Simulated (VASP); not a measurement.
Here is a VASP 6.6.1 calculation.

File INCAR:

```
PREC     = Accurate       # precision mode
ENCUT    = 520            # plane-wave cutoff, eV
EDIFF    = 1E-7           # SCF threshold, eV
ISMEAR   = 0              # smearing method
SIGMA    = 0.05           # smearing width, eV
LREAL    = False          # projectors in reciprocal space
LASPH    = True           # aspherical terms in the spheres
NELM     = 60             # most SCF steps
ALGO     = Normal         # electronic algorithm
ISIF     = 2              # what is computed and relaxed
LWAVE    = False          # write WAVECAR
LCHARG   = True           # write CHGCAR
GGA      = PE             # functional
LELF     = True           # ELF
LVHAR    = True         
NBANDS   = 14             # bands
```

File KPOINTS:

```
regular mesh
0
Gamma
  12 12 12
```

File POSCAR:

```
HfC
1.0
    2.9008889300      0.0000000000      0.0000000000
    0.0000000000      2.9008889300      0.0000000000
    0.0000000000      0.0000000000      2.9008889300
Hf C
1 1
Direct
    0.0000000000      0.0000000000      0.0000000000
    0.5000000000      0.5000000000      0.5000000000
```

Potentials or basis: VASP PAW PBE potentials, release 64 (Hf_pv, C).

Launch:

```console
$ cat potpaw_PBE.64/Hf_pv/POTCAR potpaw_PBE.64/C/POTCAR > POTCAR
$ mpirun -np 1 vasp_std > vasp.out
```

Q: Predict the pressure.

A: -1.4 GPa.

Q: Predict the band gap on the k mesh.

A: Zero (band 7 reaches 7.68 eV, above the bottom of band 8 at 5.76 eV).

Caveat: spin-orbit coupling is left out, which moves the levels of the heavy elements.
